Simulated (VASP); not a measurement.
# Ag (Im-3m) in VASP: a series of runs

Runs on Ag. Level: PBE. Tasks: single point.

Program: VASP 6.6.1. These are calculated values, not measurements. Logs are shortened: lines on timing, memory, paths and dates and some standing lists are left out, and cuts for length are marked.

### 1 The cell of the first run

Symmetry: Im-3m, No. 229, cubic system. The conventional cell has a = 3.246 Å, b = 3.246 Å, c = 3.246 Å, α = 90.00°, β = 90.00°, γ = 90.00°. Ag (site symmetry m-3m) has 14 Ag at 2.81 to 3.25 Å within 3.7 Å.

### 2 Single point, PBE

The input, INCAR:

```
PREC     = Accurate       # precision mode
ENCUT    = 520            # plane-wave cutoff, eV
EDIFF    = 1E-7           # SCF threshold, eV
ISMEAR   = 0              # smearing method
SIGMA    = 0.05           # smearing width, eV
LREAL    = False          # projectors in reciprocal space
LASPH    = True           # aspherical terms in the spheres
NELM     = 100            # most SCF steps
ALGO     = Normal         # electronic algorithm
ISIF     = 2              # what is computed and relaxed
LWAVE    = False          # write WAVECAR
LCHARG   = True           # write CHGCAR
GGA      = PE             # functional
LELF     = True           # ELF
LVHAR    = True         
NBANDS   = 12             # bands
```

The input, KPOINTS:

```
Automatic mesh
0
Gamma
  18 18 18
```

The input, POSCAR:

```
Ag
1.0
   -1.6231181371      1.6231181371      1.6231181371
    1.6231181371     -1.6231181371      1.6231181371
    1.6231181371      1.6231181371     -1.6231181371
Ag
1
Direct
    0.0000000000      0.0000000000      0.0000000000
```

Potentials or basis: VASP PAW PBE potentials, release 64 (Ag).

Run with:

```
$ cat potpaw_PBE.64/Ag/POTCAR > POTCAR
$ mpirun -np 1 vasp_std > vasp.out
```

OUTCAR:

```text
PREC = Accurate
   ENCUT = 520
   EDIFF = 1E-7
   ISMEAR = 0
   LREAL = False
   LASPH = True
   NELM = 100
   ISIF = 2
   GGA = PE

 ion  position               nearest neighbor table
   1  0.000  0.000  0.000-

  LATTYP: Found a body centered cubic cell.
 ALAT       =     3.2462362742

  Lattice vectors:

 A1 = (  -1.6231181371,   1.6231181371,   1.6231181371)
 A2 = (   1.6231181371,  -1.6231181371,   1.6231181371)
 A3 = (   1.6231181371,   1.6231181371,  -1.6231181371)

Analysis of symmetry for initial positions (statically):
=====================================================================
 Subroutine PRICEL returns:
 Original cell was already a primitive cell.

 Routine SETGRP: Setting up the symmetry group for a
 body centered cubic supercell.

 Subroutine GETGRP returns: Found 48 space group operations
 (whereof 48 operations were pure point group operations)
 out of a pool of 48 trial point group operations.

The static configuration has the point symmetry O_h .

Analysis of symmetry for dynamics (positions and initial velocities):
=====================================================================
 Subroutine PRICEL returns:
 Original cell was already a primitive cell.

 Routine SETGRP: Setting up the symmetry group for a
 body centered cubic supercell.

 Subroutine GETGRP returns: Found 48 space group operations
 (whereof 48 operations were pure point group operations)
 out of a pool of 48 trial point group operations.

The dynamic configuration has the point symmetry O_h .

 Subroutine INISYM returns: Found 48 space group operations
 (whereof 48 operations are pure point group operations),
 and found     1 'primitive' translations

----------------------------------------------------------------------------------------

                                     Primitive cell

  volume of cell :      17.1045

  direct lattice vectors                    reciprocal lattice vectors
    -1.623118137  1.623118137  1.623118137     0.000000000  0.308049050  0.308049050
     1.623118137 -1.623118137  1.623118137     0.308049050  0.000000000  0.308049050
     1.623118137  1.623118137 -1.623118137     0.308049050  0.308049050  0.000000000

  length of vectors
     2.811323080  2.811323080  2.811323080     0.435647144  0.435647144  0.435647144

  position of ions in fractional coordinates (direct lattice)
     0.000000000  0.000000000  0.000000000

  ion indices of the primitive-cell ions
   primitive index   ion index
                 1           1

----------------------------------------------------------------------------------------

 KPOINTS: Automatic mesh

Automatic generation of k-mesh.
 Grid dimensions read from file:
 generate k-points for:   18   18   18

 Generating k-lattice:

  Cartesian coordinates                     Fractional coordinates (reciprocal lattice)
     0.000000000  0.017113836  0.017113836     0.055555556  0.000000000  0.000000000
     0.017113836  0.000000000  0.017113836     0.000000000  0.055555556  0.000000000
     0.017113836  0.017113836  0.000000000     0.000000000  0.000000000  0.055555556

  Length of vectors
     0.024202619  0.024202619  0.024202619

  Shift w.r.t. Gamma in fractional coordinates (k-lattice)
     0.000000000  0.000000000  0.000000000

 Subroutine IBZKPT returns following result:
 ===========================================

 Found    195 irreducible k-points:

 Following reciprocal coordinates:
            Coordinates               Weight
  0.000000  0.000000  0.000000      1.000000
  0.055556  0.000000  0.000000     12.000000
  0.111111  0.000000  0.000000     12.000000
  0.166667  0.000000  0.000000     12.000000
  0.222222  0.000000  0.000000     12.000000
  0.277778  0.000000  0.000000     12.000000
[... 16 lines left out ...]
  0.333333  0.111111 -0.000000     48.000000
  0.388889  0.111111 -0.000000     48.000000
 [... further k-points ...]
   k-points           NKPTS =    195   k-points in BZ     NKDIM =    195   number of bands    NBANDS=     12
   number of dos      NEDOS =    301   number of ions     NIONS =      1
   total plane-waves  NPLWV =  13824
   dimension x,y,z NGX =    24 NGY =   24 NGZ =   24
   dimension x,y,z NGXF=    48 NGYF=   48 NGZF=   48
   ions per type =               1
   NGX,Y,Z   is equivalent  to a cutoff of  14.19, 14.19, 14.19 a.u.
   NGXF,Y,Z  is equivalent  to a cutoff of  28.38, 28.38, 28.38 a.u.
 SYSTEM =  unknown system
   PREC   = accura    normal or accurate (medium, high low for compatibility)
   ISTART =      0    job   : 0-new  1-cont  2-samecut
   ICHARG =      2    charge: 1-file 2-atom 10-const
   ISPIN  =      1    spin polarized calculation?
   LNONCOLLINEAR =      F non collinear calculations
   LSORBIT =      F    spin-orbit coupling
   LASPH  =      T    aspherical Exc in radial PAW
   ENCUT  =  520.0 eV  38.22 Ry    6.18 a.u.   5.23  5.23  5.23*2*pi/ulx,y,z
   NELM   =    100;   NELMIN=  2; NELMDL= -5     # of ELM steps
   EDIFF  = 0.1E-06   stopping-criterion for ELM
   LREAL  =      F    real-space projection
   EDIFFG = 0.1E-05   stopping-criterion for IOM
   NSW    =      0    number of steps for IOM
   IBRION =     -1    ionic relax: 0-MD 1-quasi-New 2-CG
   NFREE  =      0    steps in history (QN), initial steepest desc. (CG)
   ISIF   =      2    stress and relaxation
   ISYM   =      2    0-nonsym 1-usesym 2-fastsym
   POTIM  = 0.5000    time-step for ionic-motion
   TEBEG  =    0.0;   TEEND  =   0.0 temperature during run
   PSTRESS=    0.0 pullay stress
   NELECT =      11.0000    total number of electrons
   NUPDOWN=      -1.0000    fix difference up-down
   EMIN   =  10.00;   EMAX   =-10.00  energy-range for DOS
   EFERMI =   0.00;   METHOD = LEGACY
   ISMEAR =     0;   SIGMA  =   0.05  broadening in eV -4-tet -1-fermi 0-gaus
   EFERMI_NEDOS =   21; number of points for ismear=-14 and -15
   IALGO  =     38    algorithm
   IMIX   =      4    mixing-type and parameters
     AMIX     =   0.40;   BMIX     =  1.00
     AMIX_MAG =   1.60;   BMIX_MAG =  1.00
  volume/ion in A,a.u.               =      17.10       115.43
  Fermi-wavevector in a.u.,A,eV,Ry     =   1.413087  2.670347 27.168319  1.996815
  Thomas-Fermi vector in A             =   2.534769
   LORBIT       =      0    0 simple, 1 ext, 2 COOP (PROOUT), +10 PAW based schemes
   GGA     = PE    functional components
   LHFCALC =     F    Hartree Fock is set to
   AEXX    =    0.0000 exact exchange contribution
   IVDW    =     0    specifies the selected vdW correction
   LEPSILON=     F    determine dielectric tensor
   LRPA    =     F    only Hartree local field effects (RPA)
 non-spin polarized calculation
 Gauss-broadening in eV      SIGMA  =   0.05
  energy-cutoff  :      520.00
  volume of cell :       17.10
 maximum number of plane-waves:       473
 NGX is ok and might be reduce to    24
   NGX = 11   NGY = 11   NGZ = 11

 number of electron      11.0000000 magnetization

 Free energy of the ion-electron system (eV)
  ---------------------------------------------------
  ext. energy  EPLUGINS =         0.00000000
  ---------------------------------------------------
  free energy    TOTEN  =        -2.66731798 eV

  energy without entropy =       -2.66629759  energy(sigma->0) =       -2.66680779

 E-fermi :   8.3958     XC(G=0): -12.1901

 val. band max:        8.3917957709   @ k =   0.2778   0.1667   0.0556
 cond. band min:       8.3971224091   @ k =   0.4444   0.0556  -0.0000
 fundamental gap:      0.0053266383
 Fermi energy:         8.3958461851

 k-point     1 :       0.0000    0.0000    0.0000
  band No.  band energies     occupation
      1       0.6499      2.00000
      2       3.4792      2.00000
      3       3.4792      2.00000
      4       3.4792      2.00000
      5       4.8065      2.00000
      6       4.8065      2.00000
      7      26.3627      0.00000
      8      26.3627      0.00000
      9      26.3627      0.00000
     10      32.6492      0.00000
     11      32.6497      0.00000
     12      32.6531      0.00000

 k-point     2 :       0.0556    0.0000    0.0000
  band No.  band energies     occupation
      1       0.7521      2.00000
      2       3.4539      2.00000
      3       3.4832      2.00000
      4       3.5377      2.00000
      5       4.7784      2.00000
      6       4.8083      2.00000
      7      26.1171      0.00000
      8      26.3361      0.00000
      9      26.4353      0.00000
     10      31.1654      0.00000
     11      31.3729      0.00000
     12      31.9673      0.00000

 k-point     3 :       0.1111    0.0000    0.0000
  band No.  band energies     occupation
      1       1.0475      2.00000
      2       3.3817      2.00000
      3       3.4968      2.00000
      4       3.7091      2.00000
      5       4.7093      2.00000
      6       4.8141      2.00000
      7      25.2410      0.00000
      8      26.1251      0.00000
      9      26.6411      0.00000
     10      30.0432      0.00000
     11      30.1851      0.00000
     12      30.5597      0.00000
[... 286 lines left out ...]
 k-point    23 :       0.3333    0.1111   -0.0000
  band No.  band energies     occupation
      1       2.2846      2.00000
      2       2.8468      2.00000
      3       4.5118      2.00000
      4       4.7113      2.00000
      5       5.1499      2.00000
      6       7.3401      2.00000
      7      15.2264      0.00000
      8      20.8068      0.00000
      9      23.0067      0.00000
     10      28.4498      0.00000
     11      31.4711      0.00000
     12      32.3146      0.00000

 k-point    24 :       0.3889    0.1111   -0.0000
  band No.  band energies     occupation
      1       2.2037      2.00000
      2       2.7878      2.00000
      3       4.6346      2.00000
      4       4.7465      2.00000
      5       5.3660      2.00000
      6       8.5239      0.00029
      7      13.4675      0.00000
      8      20.4270      0.00000
      9      22.5498      0.00000
     10      28.6336      0.00000
     11      31.5220      0.00000
     12      32.3918      0.00000

 [... further k-points ...]

------------------------ aborting loop because EDIFF is reached ----------------------------------------

  FORCE on cell =-STRESS in cart. coord.  units (eV):
  Direction    XX          YY          ZZ          XY          YZ          ZX
  --------------------------------------------------------------------------------------
  -------------------------------------------------------------------------------------
  Total        0.5423809      0.5423809      0.5423809      0.0000000      0.0000000      0.0000000
  in kB       50.8047785     50.8047785     50.8047785      0.0000000      0.0000000      0.0000000
  external PRESSURE =      50.8047785 kB  Pullay stress =       0.0000000 kB

 VOLUME and BASIS-vectors are now :
 -----------------------------------------------------------------------------
  energy-cutoff  :      520.00
  volume of cell :       17.10
      direct lattice vectors                 reciprocal lattice vectors
    -1.623118137  1.623118137  1.623118137     0.000000000  0.308049050  0.308049050
     1.623118137 -1.623118137  1.623118137     0.308049050  0.000000000  0.308049050
     1.623118137  1.623118137 -1.623118137     0.308049050  0.308049050  0.000000000

 POSITION                                       TOTAL-FORCE (eV/Angst)
 -----------------------------------------------------------------------------------
      0.00000      0.00000      0.00000         0.000000     -0.000000      0.000000
 -----------------------------------------------------------------------------------
    total drift:                               -0.000000      0.000000     -0.000000

  FREE ENERGIE OF THE ION-ELECTRON SYSTEM (eV)
  ---------------------------------------------------
  free  energy   TOTEN  =        -2.6673179833 eV

  energy  without entropy=       -2.6662975908  energy(sigma->0) =       -2.66680779
```

It took 17 s on 1 thread of Intel Xeon Platinum 8488C (Sapphire Rapids), shared host; peak memory 0.16 GiB.

What came out:

* Free energy: -2.6673 eV
* Pressure: 5.1 GPa

### 3 Single point, PBE

This run uses another cell than the first one, of 17.70 Å³/atom, 1.035 times its volume.

The input, INCAR:

```
PREC = Accurate
ENCUT = 520
EDIFF = 1E-6
ISMEAR = 0
SIGMA = 0.05
LREAL = F
LASPH = T
NELM = 100
ALGO = Fast
ISIF = 2
LWAVE = F
LCHARG = F
GGA = PE
NBANDS = 12
```

KPOINTS is that of step 2.

The input, POSCAR:

```
Ag
1.0
   -1.6417270313      1.6417270313      1.6417270313
    1.6417270313     -1.6417270313      1.6417270313
    1.6417270313      1.6417270313     -1.6417270313
Ag
1
Direct
    0.0000000000      0.0000000000      0.0000000000
```

Potentials or basis: VASP PAW PBE potentials, release 64 (Ag).

Run with:

```
$ cat potpaw_PBE.64/Ag/POTCAR > POTCAR
$ mpirun -np 1 vasp_std > vasp.out
```

Wall time 17 s (1 thread of Intel Xeon Platinum 8488C (Sapphire Rapids), shared host); peak memory 0.16 GiB.

Results (log left out):

* Free energy: -2.6798 eV
* Pressure: 1.6 GPa

Levels at points of the mesh, in eV from the Fermi level:
```tsv
k point	band 3	band 4	band 5	band 6	band 7	band 8
(0.00, 0.00, 0.00)	-4.79	-4.79	-3.54	-3.54	17.84	17.84
(0.50, 0.00, 0.00)	-3.59	-3.43	-2.59	0.01	3.94	13.20
(0.50, 0.50, 0.50)	-2.82	-2.82	-2.82	6.80	6.80	6.80
```

### 4 Single point, PBE

This run uses another cell than the first one, of 18.03 Å³/atom, 1.054 times its volume.

The input, INCAR:

```
SYSTEM = Ag
PREC = Accurate
ENCUT = 520
EDIFF = 1E-6
ISMEAR = 0
SIGMA = 0.05
LREAL = .FALSE.
LASPH = .TRUE.
NELM = 60
ALGO = Normal
ISIF = 2
LWAVE = .FALSE.
LCHARG = .FALSE.
GGA = PE
NBANDS = 12
```

The input, KPOINTS:

```
Automatic mesh
0
G
  18 18 18
  0 0 0
```

The input, POSCAR:

```
Ag
1.0
   -1.6520214387      1.6520214387      1.6520214387
    1.6520214387     -1.6520214387      1.6520214387
    1.6520214387      1.6520214387     -1.6520214387
Ag
1
Direct
    0.0000000000      0.0000000000      0.0000000000
```

Run with:

```
$ cat potpaw_PBE.64/Ag/POTCAR > POTCAR
$ mpirun -np 1 vasp_std > vasp.out
```

Run time: 14 s. Hardware: 1 thread of Intel Xeon Platinum 8488C (Sapphire Rapids), shared host; peak memory 0.16 GiB.

It converged, with:

```
Free energy : -2.6815 eV
Pressure    : -0.1 GPa
```

Levels at points of the mesh, in eV from the Fermi level:
```
           k point  band 1  band 2  band 3  band 4  band 5  band 6  band 7  band 8  band 9  band 10
(0.00, 0.00, 0.00)   -7.37   -4.73   -4.73   -4.73   -3.51   -3.51   17.76   17.76   17.76    23.23
(0.50, 0.00, 0.00)   -6.08   -5.44   -3.56   -3.40   -2.59    0.05    3.83   13.13   13.99    19.31
(0.50, 0.50, 0.50)   -6.03   -6.03   -2.82   -2.82   -2.82    6.74    6.74    6.74   12.06    13.03
```

### 5 Overview

| cell | gap on the mesh (eV) | pressure (GPa) |
| --- | --- | --- |
| a = 2.811 Å, angles 109.5°, 1 atom | none | 5.1 |
| a = 2.844 Å, angles 109.5°, 1 atom | none | 1.6 |
| a = 2.861 Å, angles 109.5°, 1 atom | none | -0.1 |

Alike in all rows: task single point; level PBE; potentials or basis VASP PAW PBE potentials, release 64 (Ag); no spin polarisation; k mesh 18 × 18 × 18; cutoff (eV) 520; smearing gaussian 0.05 eV.

Absolute energies hang on the potentials; compare differences alone.
